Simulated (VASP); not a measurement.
# Pt (P6_3/mmc) in VASP: notebook

Runs on Pt. Level: r2SCAN. Tasks: relaxation of cell and atoms, single point.

Everything below comes from runs of VASP 6.6.1. Logs are shortened: lines on timing, memory, paths and dates and some standing lists are left out, and cuts for length are marked.

## Step 1: The cell of the first run

Symmetry: P6_3/mmc, No. 194, hexagonal system. The conventional cell has a = 3.558 Å, b = 3.558 Å, c = 5.870 Å, α = 90.00°, β = 90.00°, γ = 120.00°. Pt (site symmetry 3m) has 4 Pt at 2.18 to 2.20 Å within 2.9 Å.

This isn't the form of Pt at room conditions, which is fcc.

## Step 2: Relaxation of cell and atoms, r2SCAN

Input file POSCAR:

```
Pt
1.0
    3.5578603427      0.0000000000      0.0000000000
   -1.7789301714      3.0811974399      0.0000000000
    0.0000000000      0.0000000000      5.8704695655
Pt
4
Direct
    0.3333333333      0.6666666667      0.4375000000
    0.6666666667      0.3333333333      0.9375000000
    0.6666666667      0.3333333333      0.5625000000
    0.3333333333      0.6666666667      0.0625000000
```

Input file INCAR.step1:

```
SYSTEM = Pt
  PREC = Accurate
  ENCUT = 600
  ISMEAR = 0
  SIGMA = 0.1
  LREAL = .FALSE.
  LASPH = .TRUE.
  NELM = 100
  GGA = PE
  ALGO = Normal
  EDIFF = 1E-4
  LWAVE = .TRUE.
  LCHARG = .FALSE.
```

Input file INCAR.step2:

```
SYSTEM = Pt
  PREC = Accurate
  ENCUT = 600
  EDIFF = 1E-7
  ISMEAR = 0
  SIGMA = 0.1
  LREAL = .FALSE.
  LASPH = .TRUE.
  NELM = 100
  ALGO = Normal
  ISIF = 3
  LWAVE = .FALSE.
  LCHARG = .FALSE.
  METAGGA = R2SCAN
  LMIXTAU = .TRUE.
  IBRION = 2
  NSW = 90
  EDIFFG = -0.04
  ISTART = 1
```

Input file KPOINTS:

```
Automatic mesh
0
G
  6 6 4
  0 0 0
```

Potentials or basis: VASP PAW PBE potentials, release 64 (Pt).

Launch:

```sh
> cat potpaw_PBE.64/Pt/POTCAR > POTCAR
> cp INCAR.step1 INCAR
> mpirun -np 1 vasp_std > vasp.out
> cp INCAR.step2 INCAR
> mpirun -np 1 vasp_std > vasp.out
```

OUTCAR:

```text
SYSTEM = Pt
   PREC = Accurate
   ENCUT = 600
   EDIFF = 1E-7
   ISMEAR = 0
   LREAL = .FALSE.
   LASPH = .TRUE.
   NELM = 100
   ISIF = 3
   METAGGA = R2SCAN
   IBRION = 2
   NSW = 90
   EDIFFG = -0.04
   ISTART = 1

 ion  position               nearest neighbor table
   1  0.333  0.667  0.438-   3 2.18   3 2.18   3 2.18   4 2.20
   2  0.667  0.333  0.938-   4 2.18   4 2.18   4 2.18   3 2.20
   3  0.667  0.333  0.562-   1 2.18   1 2.18   1 2.18   2 2.20
   4  0.333  0.667  0.062-   2 2.18   2 2.18   2 2.18   1 2.20

  LATTYP: Found a hexagonal cell.
 ALAT       =     3.5578603427
 C/A-ratio  =     1.6500000000

  Lattice vectors:

 A1 = (   3.5578603427,   0.0000000000,   0.0000000000)
 A2 = (  -1.7789301714,   3.0811974399,   0.0000000000)
 A3 = (   0.0000000000,   0.0000000000,   5.8704695655)

Analysis of symmetry for initial positions (statically):
=====================================================================
 Subroutine PRICEL returns:
 Original cell was already a primitive cell.

 Routine SETGRP: Setting up the symmetry group for a
 hexagonal supercell.

 Subroutine GETGRP returns: Found 24 space group operations
 (whereof 12 operations were pure point group operations)
 out of a pool of 24 trial point group operations.

The static configuration has the point symmetry D_3d.
 The point group associated with its full space group is D_6h.

Analysis of symmetry for dynamics (positions and initial velocities):
=====================================================================
 Subroutine PRICEL returns:
 Original cell was already a primitive cell.

 Routine SETGRP: Setting up the symmetry group for a
 hexagonal supercell.

 Subroutine GETGRP returns: Found 24 space group operations
 (whereof 12 operations were pure point group operations)
 out of a pool of 24 trial point group operations.

The dynamic configuration has the point symmetry D_3d.
 The point group associated with its full space group is D_6h.

 Subroutine INISYM returns: Found 24 space group operations
 (whereof 12 operations are pure point group operations),
 and found     1 'primitive' translations

----------------------------------------------------------------------------------------

                                     Primitive cell

  volume of cell :      64.3548

  direct lattice vectors                    reciprocal lattice vectors
     3.557860343  0.000000000  0.000000000     0.281067806  0.162274573  0.000000000
    -1.778930171  3.081197440  0.000000000     0.000000000  0.324549147  0.000000000
     0.000000000  0.000000000  5.870469565     0.000000000  0.000000000  0.170344125

  length of vectors
     3.557860343  3.557860343  5.870469565     0.324549147  0.324549147  0.170344125

  position of ions in fractional coordinates (direct lattice)
     0.333333333  0.666666667  0.437500000
     0.666666667  0.333333333  0.937500000
     0.666666667  0.333333333  0.562500000
     0.333333333  0.666666667  0.062500000

  ion indices of the primitive-cell ions
   primitive index   ion index
                 1           1
                 2           2
                 3           3
                 4           4

----------------------------------------------------------------------------------------

 KPOINTS: Automatic mesh

Automatic generation of k-mesh.
 Grid dimensions read from file:
 generate k-points for:    6    6    4

 Generating k-lattice:

  Cartesian coordinates                     Fractional coordinates (reciprocal lattice)
     0.046844634  0.027045762  0.000000000     0.166666667  0.000000000  0.000000000
     0.000000000  0.054091524  0.000000000     0.000000000  0.166666667  0.000000000
     0.000000000  0.000000000  0.042586031     0.000000000  0.000000000  0.250000000

  Length of vectors
     0.054091524  0.054091524  0.042586031

  Shift w.r.t. Gamma in fractional coordinates (k-lattice)
     0.000000000  0.000000000  0.000000000

 Subroutine IBZKPT returns following result:
 ===========================================

 Found     21 irreducible k-points:

 Following reciprocal coordinates:
            Coordinates               Weight
  0.000000  0.000000  0.000000      1.000000
  0.166667 -0.000000  0.000000      6.000000
  0.333333 -0.000000  0.000000      6.000000
  0.500000 -0.000000  0.000000      3.000000
  0.166667  0.166667  0.000000      6.000000
  0.333333  0.166667  0.000000     12.000000
[... 13 lines left out ...]
  0.333333  0.166667  0.500000     12.000000
  0.333333  0.333333  0.500000      2.000000
   k-points           NKPTS =     21   k-points in BZ     NKDIM =     21   number of bands    NBANDS=     24
   number of dos      NEDOS =    301   number of ions     NIONS =      4
   total plane-waves  NPLWV =  37632
   dimension x,y,z NGX =    28 NGY =   28 NGZ =   48
   dimension x,y,z NGXF=    56 NGYF=   56 NGZF=   96
   ions per type =               4
   NGX,Y,Z   is equivalent  to a cutoff of  13.08, 13.08, 13.59 a.u.
   NGXF,Y,Z  is equivalent  to a cutoff of  26.17, 26.17, 27.19 a.u.
 SYSTEM =  Pt
   PREC   = accura    normal or accurate (medium, high low for compatibility)
   ISTART =      1    job   : 0-new  1-cont  2-samecut
   ICHARG =      0    charge: 1-file 2-atom 10-const
   ISPIN  =      1    spin polarized calculation?
   LNONCOLLINEAR =      F non collinear calculations
   LSORBIT =      F    spin-orbit coupling
   LASPH  =      T    aspherical Exc in radial PAW
   ENCUT  =  600.0 eV  44.10 Ry    6.64 a.u.   7.11  7.11 11.72*2*pi/ulx,y,z
   NELM   =    100;   NELMIN=  2; NELMDL=  0     # of ELM steps
   EDIFF  = 0.1E-06   stopping-criterion for ELM
   LREAL  =      F    real-space projection
   EDIFFG = -.4E-01   stopping-criterion for IOM
   NSW    =     90    number of steps for IOM
   IBRION =      2    ionic relax: 0-MD 1-quasi-New 2-CG
   NFREE  =      1    steps in history (QN), initial steepest desc. (CG)
   ISIF   =      3    stress and relaxation
   ISYM   =      2    0-nonsym 1-usesym 2-fastsym
   POTIM  = 0.5000    time-step for ionic-motion
   TEBEG  =    0.0;   TEEND  =   0.0 temperature during run
   PSTRESS=    0.0 pullay stress
   NELECT =      40.0000    total number of electrons
   NUPDOWN=      -1.0000    fix difference up-down
   EMIN   =  10.00;   EMAX   =-10.00  energy-range for DOS
   EFERMI =   0.00;   METHOD = LEGACY
   ISMEAR =     0;   SIGMA  =   0.10  broadening in eV -4-tet -1-fermi 0-gaus
   EFERMI_NEDOS =   21; number of points for ismear=-14 and -15
   IALGO  =     38    algorithm
   IMIX   =      4    mixing-type and parameters
     AMIX     =   0.40;   BMIX     =  1.00
     AMIX_MAG =   1.60;   BMIX_MAG =  1.00
  volume/ion in A,a.u.               =      16.09       108.57
  Fermi-wavevector in a.u.,A,eV,Ry     =   1.397122  2.640178 26.557900  1.951951
  Thomas-Fermi vector in A             =   2.520409
   LORBIT       =      0    0 simple, 1 ext, 2 COOP (PROOUT), +10 PAW based schemes
   METAGGA = R2SCAN    functional components
   LHFCALC =     F    Hartree Fock is set to
   AEXX    =    0.0000 exact exchange contribution
   IVDW    =     0    specifies the selected vdW correction
   LEPSILON=     F    determine dielectric tensor
   LRPA    =     F    only Hartree local field effects (RPA)
 conjugate gradient relaxation of ions
 non-spin polarized calculation
 Gauss-broadening in eV      SIGMA  =   0.10
  energy-cutoff  :      600.00
  volume of cell :       64.35
 maximum number of plane-waves:      2172
   NGX = 15   NGY = 15   NGZ = 23

--------------------------------------- Ionic step        1  -------------------------------------------

 number of electron      39.9999998 magnetization

 Free energy of the ion-electron system (eV)
  ---------------------------------------------------
  ext. energy  EPLUGINS =         0.00000000
  ---------------------------------------------------
  free energy    TOTEN  =      -193.80556119 eV

  energy without entropy =     -193.78049873  energy(sigma->0) =     -193.79302996

------------------------ aborting loop because EDIFF is reached ----------------------------------------

  FORCE on cell =-STRESS in cart. coord.  units (eV):
  Direction    XX          YY          ZZ          XY          YZ          ZX
  --------------------------------------------------------------------------------------
  -------------------------------------------------------------------------------------
  Total       51.1173503     51.1173503     47.1330812     -0.0000000      0.0000000      0.0000000
  in kB     1272.6167954   1272.6167954   1173.4244893     -0.0000000      0.0000000      0.0000000
  external PRESSURE =    1239.5526934 kB  Pullay stress =       0.0000000 kB
[... 1820 lines left out ...]
     23       4.8597      0.00000
     24       4.8597      0.00000

[... ionic steps 4 to 44 ...]

--------------------------------------- Ionic step       45  -------------------------------------------

 number of electron      39.9999992 magnetization

------------------------ aborting loop because EDIFF is reached ----------------------------------------

  FORCE on cell =-STRESS in cart. coord.  units (eV):
  Direction    XX          YY          ZZ          XY          YZ          ZX
  --------------------------------------------------------------------------------------
  -------------------------------------------------------------------------------------
  Total        0.9127742      0.9127742     -1.1011981     -0.0000000     -0.0000000     -0.0000000
  in kB       23.1336620     23.1336620    -27.9091428     -0.0000000     -0.0000000     -0.0000000
  external PRESSURE =       6.1193937 kB  Pullay stress =       0.0000000 kB
[... 635 lines left out ...]
  energy  without entropy=     -205.9939474406  energy(sigma->0) =     -206.00093653

--------------------------------------- Ionic step       47  -------------------------------------------

 number of electron      40.0000020 magnetization

 Free energy of the ion-electron system (eV)
  ---------------------------------------------------
  ext. energy  EPLUGINS =         0.00000000
  ---------------------------------------------------
  free energy    TOTEN  =      -206.01261269 eV

  energy without entropy =     -205.99899241  energy(sigma->0) =     -206.00580255

 E-fermi :  10.1445     XC(G=0): -14.2123

 val. band max:       10.1175347582   @ k =   0.1667  -0.0000   0.0000
 cond. band min:      10.1722025086   @ k =   0.1667  -0.0000   0.2500
 fundamental gap:      0.0546677504
 Fermi energy:        10.1445038177

 k-point     1 :       0.0000    0.0000    0.0000
  band No.  band energies     occupation
      1       0.1735      2.00000
      2       1.5906      2.00000
      3       2.0398      2.00000
      4       2.9817      2.00000
      5       4.7027      2.00000
      6       5.0157      2.00000
[... 587 lines left out ...]
  FREE ENERGIE OF THE ION-ELECTRON SYSTEM (eV)
  ---------------------------------------------------
  free  energy   TOTEN  =      -206.0126126933 eV

  energy  without entropy=     -205.9989924109  energy(sigma->0) =     -206.00580255

 reached required accuracy - stopping structural energy minimisation
```

It took 77 min on 1 thread of Intel Xeon 6975P-C (Granite Rapids), shared host; peak memory 0.24 GiB.

What came out:

- Free energy: -206.0126 eV
- Relaxed volume: 15.83 Å³/atom
- Relaxed cell: a = 2.734 Å, b = 2.734 Å, c = 9.785 Å, α = 90.00°, β = 90.00°, γ = 120.00°
- Space group after relaxing (to 0.1 Å): P6_3/mmc (No. 194)
- Pressure after relaxing: -0.2 GPa
- Largest force after relaxing: 0.007 eV/Å

Forces on the atoms (eV/Å):
```
Pt   0.000  0.000 -0.007
Pt   0.000  0.000 -0.007
Pt   0.000  0.000  0.007
Pt   0.000  0.000  0.007
```

Stress tensor (GPa, compression positive):
```
-0.25  0.00  0.00
 0.00 -0.25  0.00
 0.00  0.00 -0.13
```

Final structure:
```xyz
4
Lattice="2.7337 0.0000 0.0000 -1.3668 2.3674 0.0000 0.0000 0.0000 9.7853" Properties=species:S:1:pos:R:3 pbc="T T T"
Pt    0.0000    1.5783    3.7291
Pt    1.3668    0.7891    8.6217
Pt    1.3668    0.7891    6.0562
Pt    0.0000    1.5783    1.1635
```

Levels at points of the mesh, in eV from the Fermi level:
| k point | band 18 | band 19 | band 20 | band 21 | band 22 | band 23 | band 24 |
| --- | --- | --- | --- | --- | --- | --- | --- |
| (0.00, 0.00, 0.00) | -1.28 | -1.28 | -1.05 | -1.05 | -0.65 | -0.04 | -0.04 |
| (0.50, 0.00, 0.00) | 0.52 | 0.53 | 0.64 | 0.66 | 1.89 | 3.49 | 4.30 |
| (0.00, 0.00, 0.50) | -1.83 | -1.83 | -1.83 | -0.40 | -0.40 | -0.40 | -0.40 |
| (0.50, 0.00, 0.50) | 0.45 | 0.62 | 0.62 | 2.09 | 2.09 | 3.74 | 3.74 |

Caveat: the bands computed are all filled at some k points, so no gap is given; a cell axis changed by over 15 % at a fixed basis, so the end point is rough; the PAW data sets were made with another functional, which shifts forces and pressure a little; spin-orbit coupling is left out, which moves the levels of the heavy elements.

## Step 3: Relaxation of cell and atoms, r2SCAN

This run uses another cell than the first one, of 15.82 Å³/atom.

Input file POSCAR:

```
Pt
1.0
    2.7294839214      0.0000000000      0.0000000000
   -1.3647419607      2.3638024151      0.0000000000
    0.0000000000      0.0000000000      9.8102718389
Pt
4
Direct
    0.3333333333      0.6666666667      0.3809354293
    0.6666666667      0.3333333333      0.8809354293
    0.6666666667      0.3333333333      0.6190645707
    0.3333333333      0.6666666667      0.1190645707
```

Input file INCAR.step1:

```
PREC = Accurate
ENCUT = 600
ISMEAR = 0
SIGMA = 0.1
LREAL = False
LASPH = True
NELM = 60
GGA = PE
ALGO = Normal
EDIFF = 1E-4
LWAVE = True
LCHARG = False
```

Input file INCAR.step2:

```
PREC = Accurate
ENCUT = 600
EDIFF = 1E-6
ISMEAR = 0
SIGMA = 0.1
LREAL = False
LASPH = True
NELM = 60
ALGO = Normal
ISIF = 3
LWAVE = False
LCHARG = False
METAGGA = R2SCAN
LMIXTAU = True
IBRION = 2
NSW = 90
EDIFFG = -0.04
ISTART = 1
```

Input file KPOINTS:

```
Automatic mesh
0
Gamma
  9 9 2
```

Potentials or basis: VASP PAW PBE potentials, release 64 (Pt).

Launch:

```sh
> cat potpaw_PBE.64/Pt/POTCAR > POTCAR
> cp INCAR.step1 INCAR
> mpirun -np 1 vasp_std > vasp.out
> cp INCAR.step2 INCAR
> mpirun -np 1 vasp_std > vasp.out
```

Run time: 11 min. Hardware: 1 thread of Intel Xeon 6975P-C (Granite Rapids), shared host; peak memory 0.23 GiB.

Results (log left out):

- Free energy: -205.9127 eV
- Relaxed volume: 15.90 Å³/atom
- Relaxed cell: a = 2.714 Å, b = 2.714 Å, c = 9.971 Å, α = 90.00°, β = 90.00°, γ = 120.00°
- Space group after relaxing (to 0.1 Å): P6_3/mmc (No. 194)
- Energy gained by relaxing: 5.4 meV/atom
- Ionic steps: 6
- Pressure after relaxing: 0.1 GPa
- Largest force after relaxing: 0.013 eV/Å

Forces on the atoms (eV/Å):
```
Pt   0.000  0.000  0.013
Pt   0.000  0.000  0.013
Pt   0.000  0.000 -0.013
Pt   0.000  0.000 -0.013
```

Stress tensor (GPa, compression positive):
```
0.00 0.00 0.00
0.00 0.00 0.00
0.00 0.00 0.17
```

Step by step:
```
step  energy change (eV)  largest force (eV/Å)  pressure (GPa)  volume (Å³)
   1              0.0000                0.0146            1.12        63.30
   2             -0.0107                0.1530           -2.46        64.29
   3             -0.0192                0.0979           -1.23        63.91
   4             -0.0145                0.0347            2.61        63.04
   5             -0.0212                0.0748            0.08        63.60
   6             -0.0216                0.0125            0.06        63.60
```

Final structure:
```yaml
crystal:
  lattice:
    - [2.71398, 0.00000, 0.00000]
    - [-1.35699, 2.35038, 0.00000]
    - [0.00000, 0.00000, 9.97057]
  atoms:
    - { symbol: Pt, position: [0.33333, 0.66667, 0.38051] }
    - { symbol: Pt, position: [0.66667, 0.33333, 0.88051] }
    - { symbol: Pt, position: [0.66667, 0.33333, 0.61949] }
    - { symbol: Pt, position: [0.33333, 0.66667, 0.11949] }
```

Levels at points of the mesh, in eV from the Fermi level:
| k point | band 16 | band 17 | band 18 | band 19 | band 20 | band 21 | band 22 | band 23 | band 24 |
| --- | --- | --- | --- | --- | --- | --- | --- | --- | --- |
| (0.00, 0.00, 0.00) | -2.02 | -2.02 | -1.28 | -1.28 | -1.06 | -1.06 | -0.89 | -0.17 | -0.17 |
| (0.00, 0.00, 0.50) | -2.46 | -1.78 | -1.78 | -1.78 | -1.78 | -0.48 | -0.48 | -0.48 | -0.48 |

Caveat: the highest band is partly filled, so the run has too few bands; the PAW data sets were made with another functional, which shifts forces and pressure a little; spin-orbit coupling is left out, which moves the levels of the heavy elements.

## Step 4: Single point, r2SCAN

This run uses another cell than the first one, of 15.89 Å³/atom.

Input file POSCAR:

```
Pt
1.0
    2.7198994780      0.0000000000      0.0000000000
   -1.3599497390      2.3555020437      0.0000000000
    0.0000000000      0.0000000000      9.9233293863
Pt
4
Direct
    0.3333333333      0.6666666667      0.3807730501
    0.6666666667      0.3333333333      0.8807730501
    0.6666666667      0.3333333333      0.6192269499
    0.3333333333      0.6666666667      0.1192269499
```

Input file INCAR.step1:

```
SYSTEM = Pt
  ALGO = Normal
  EDIFF = 1E-4
  ENCUT = 520
  GGA = PE
  ISMEAR = 0
  LASPH = .TRUE.
  LCHARG = .FALSE.
  LREAL = .FALSE.
  LWAVE = .TRUE.
  NBANDS = 28
  NELM = 100
  PREC = Accurate
  SIGMA = 0.1
```

Input file INCAR.step2:

```
SYSTEM = Pt
  ALGO = Normal
  EDIFF = 1E-6
  ENCUT = 520
  ISIF = 2
  ISMEAR = 0
  ISTART = 1
  LASPH = .TRUE.
  LCHARG = .FALSE.
  LMIXTAU = .TRUE.
  LREAL = .FALSE.
  LWAVE = .FALSE.
  METAGGA = R2SCAN
  NBANDS = 28
  NELM = 100
  PREC = Accurate
  SIGMA = 0.1
```

Input file KPOINTS:

```
k-points
0
G
  21 21 6
  0 0 0
```

Launch:

```sh
> cat potpaw_PBE.64/Pt/POTCAR > POTCAR
> cp INCAR.step1 INCAR
> mpirun -np 1 vasp_std > vasp.out
> cp INCAR.step2 INCAR
> mpirun -np 1 vasp_std > vasp.out
```

Run time: 17 min. Hardware: 1 thread of Intel Xeon 6975P-C (Granite Rapids), shared host; peak memory 0.36 GiB.

Results (log left out):

* Free energy: -205.7994 eV
* Pressure: 0.6 GPa
* Band gap on the k mesh: zero (bands 20 and 21 overlap by 2.12 eV)

Stress tensor (GPa, compression positive):
```
0.66 0.00 0.00
0.00 0.66 0.00
0.00 0.00 0.56
```

Levels at points of the mesh, in eV from the Fermi level:
```
           k point  band 18  band 19  band 20  band 21  band 22  band 23
(0.00, 0.00, 0.00)    -1.29    -1.29    -1.08    -1.08    -0.85    -0.15
(0.00, 0.00, 0.50)    -1.81    -1.81    -1.81    -0.48    -0.48    -0.48
```

Caveat: the PAW data sets were made with another functional, which shifts forces and pressure a little; spin-orbit coupling is left out, which moves the levels of the heavy elements.

## Step 5: Summary

```tsv
task	cell	k mesh	cutoff (eV)	pressure (GPa)	relaxed volume (Å³/atom)	largest force (eV/Å)
relaxation of cell and atoms	relaxed from a = 3.558, b = 3.558, c = 5.870 Å, angles 90.0, 90.0, 120.0°, 4 atoms, atomic positions A	6 × 6 × 4	600	-0.2	15.83	0.01
relaxation of cell and atoms	relaxed from a = 2.729, b = 2.729, c = 9.810 Å, angles 90.0, 90.0, 120.0°, 4 atoms, atomic positions B	9 × 9 × 2	600	0.1	15.90	0.01
single point	a = 2.720, b = 2.720, c = 9.923 Å, angles 90.0, 90.0, 120.0°, 4 atoms, atomic positions C	21 × 21 × 6	520	0.6	-	-
```

Alike in all rows: level r2SCAN; potentials or basis VASP PAW PBE potentials, release 64 (Pt); no spin polarisation; smearing gaussian 0.1 eV.

Caveats: the PAW data sets were made with another functional, which shifts forces and pressure a little; spin-orbit coupling is left out, which moves the levels of the heavy elements; the bands computed are all filled at some k points, so no gap is given (at least some runs); a cell axis changed by over 15 % at a fixed basis, so the end point is rough (at least some runs); the highest band is partly filled, so the run has too few bands (at least some runs).

Total energies depend on the potentials used, so only differences within one code and one set of settings carry meaning.
